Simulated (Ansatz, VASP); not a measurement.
# One calculation of In2O3, two programs

Contents of INCAR:

```
SYSTEM = In2O3
PREC = Accurate ; ENCUT = 600
EDIFF = 1E-6 ; ISMEAR = -1
SIGMA = 0.05 ; LREAL = .False.
LASPH = .True. ; NELM = 80
ALGO = Normal ; ISIF = 3
LWAVE = .False. ; LCHARG = .False.
IBRION = 2 ; NSW = 60
EDIFFG = -0.01
```

The input KPOINTS:

```
Automatic mesh
0
Gamma
  6 6 6
  0 0 0
```

File POSCAR:

```
In2O3
1.0
    2.7435000000      1.5839604635      4.8366666667
   -2.7435000000      1.5839604635      4.8366666667
    0.0000000000     -3.1679209270      4.8366666667
In O
4 6
Direct
    0.8573100000      0.8573100000      0.8573100000
    0.6426900000      0.6426900000      0.6426900000
    0.1426900000      0.1426900000      0.1426900000
    0.3573100000      0.3573100000      0.3573100000
    0.0480000000      0.7500000000      0.4520000000
    0.7500000000      0.4520000000      0.0480000000
    0.4520000000      0.0480000000      0.7500000000
    0.9520000000      0.2500000000      0.5480000000
    0.2500000000      0.5480000000      0.9520000000
    0.5480000000      0.9520000000      0.2500000000
```

input.yaml

```yaml
crystal:
  lattice:
    - [2.7435, 1.5839604635, 4.8366666667]
    - [-2.7435, 1.5839604635, 4.8366666667]
    - [0.0, -3.167920927, 4.8366666667]
  atoms:
    - { symbol: In, position: [0.85731, 0.85731, 0.85731] }
    - { symbol: In, position: [0.64269, 0.64269, 0.64269] }
    - { symbol: In, position: [0.14269, 0.14269, 0.14269] }
    - { symbol: In, position: [0.35731, 0.35731, 0.35731] }
    - { symbol: O, position: [0.048, 0.75, 0.452] }
    - { symbol: O, position: [0.75, 0.452, 0.048] }
    - { symbol: O, position: [0.452, 0.048, 0.75] }
    - { symbol: O, position: [0.952, 0.25, 0.548] }
    - { symbol: O, position: [0.25, 0.548, 0.952] }
    - { symbol: O, position: [0.548, 0.952, 0.25] }
hamiltonian:
  xc: lda
  pseudopotentials: { kind: paw }
kpoints:
  mp_grid: { grid: [6, 6, 6] }
scf:
  occupations: { method: fermi_dirac, width: 0.05 }
output:
  forces: true
  stress: true
  eigenvalues: true
relax:
  f_tol: 0.01
  max_steps: 40
  cell: { stress_tol: 0.05 }
```

Alike in both runs: task relaxation of cell and atoms; functional LDA; k mesh 6 × 6 × 6; occupations fermi-dirac, width 0.05 eV; no spin polarisation.

```csv
,VASP,Ansatz
version,VASP 6.6.1,Ansatz 0.2.0
potentials or method,"VASP PAW LDA potentials, release 64 (In_d, O)",Ansatz PAW
plane-wave cutoff (eV),600,420
valence electrons in the cell,88,88
```

|  | VASP | Ansatz | Ansatz less VASP |
| --- | --- | --- | --- |
| gap on the k mesh at the Fermi level, each at its own relaxed structure (eV) | 1.30 | 1.29 | -0.006 |
| relaxed volume (Å³/atom) | 12.41 | 12.38 | -0.035 |
| relaxed length of the cell vector where the two differ most in proportion (Å) | 5.743 | 5.735 | -0.0075 |

LDA's correlation is that of Perdew and Zunger in VASP and of Perdew and Wang (1992) in Ansatz.

Noted on Ansatz's run: the plane-wave basis is chosen anew once the cell has moved, so the energies of steps on either side of that aren't comparable.
